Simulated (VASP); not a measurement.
Input of a VASP 6.6.1 run:

The input INCAR:

```
ALGO = Fast ; EDIFF = 1E-7
ENCUT = 520 ; GGA = PE
ISIF = 2 ; ISMEAR = 0
LASPH = T ; LCHARG = F
LREAL = F ; LWAVE = F
NBANDS = 18 ; NELM = 100
PREC = Accurate ; SIGMA = 0.15
```

Contents of KPOINTS:

```
k-points
0
Gamma
  14 14 14
```

POSCAR

```
InPd
1.0
    3.3437699169      0.0000000000      0.0000000000
    0.0000000000      3.3437699169      0.0000000000
    0.0000000000      0.0000000000      3.2282509542
In Pd
1 1
Direct
   -0.0053840416      0.0000000000      0.0000000000
    0.5058089164      0.5000000000      0.5000000000
```

Potentials or basis: VASP PAW PBE potentials, release 64 (In_d, Pd).

Command:

```bash
$ cat potpaw_PBE.64/In_d/POTCAR potpaw_PBE.64/Pd/POTCAR > POTCAR
$ mpirun -np 1 vasp_std > vasp.out
```

Question: Estimate the band gap on the k mesh.

Answer: Zero (an odd number of electrons rules out a gap without spin polarisation).

Question: What does it give for the pressure?

Answer: 0.2 GPa.

Stress tensor (GPa, compression positive):
```
-0.24  0.00  0.00
 0.00 -0.20  0.00
 0.00  0.00  0.97
```

Caveat: the cell differs from its parent crystal (atoms displaced along a vibrational mode, the cell strained); spin-orbit coupling is left out, which moves the levels of the heavy elements.
